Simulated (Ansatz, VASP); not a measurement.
## One calculation of TiAl, two programs

```
CELL_PARAMETERS angstrom
2.78124 0.00000 0.00000
-1.39062 2.40863 0.00000
0.00000 0.00000 4.67808
ATOMIC_POSITIONS crystal
Ti 0.00000 0.00000 0.00000
Al 0.33333 0.66667 0.50000
```

Change from the starting cell: strain -0.030 along x and y, +0.000 along z, atoms carried along.

Alike in both runs: task single point; functional PBEsol; k mesh 18 × 18 × 10; occupations gaussian, width 0.15 eV; no spin polarisation.

|  | VASP | Ansatz |
| --- | --- | --- |
| version | VASP 6.6.1 | Ansatz 0.2.0 |
| potentials or method | VASP PAW PBE potentials, release 64 (Ti_sv, Al), cutoff 520 eV | scalar-relativistic, plane waves, PAW |
| valence electrons in the cell | 15 | 15 |

Ansatz gave:

| Quantity | Value |
| --- | --- |
| gap on the k mesh at the Fermi level (eV) | none |
| pressure (GPa) | 3.8 |
| traceless stress, the component that is largest in VASP (GPa) | -3.78 |

Estimate VASP's values.

gap on the k mesh at the Fermi level (eV): none; pressure (GPa): 3.8; traceless stress, the component that is largest in VASP (GPa): -3.71.

VASP's potentials were made for PBE, not for PBEsol. A gap of «none» marks a metal or a gap that the smearing closes. The functional is the same, so the differences come from potentials, cutoffs and numerics.
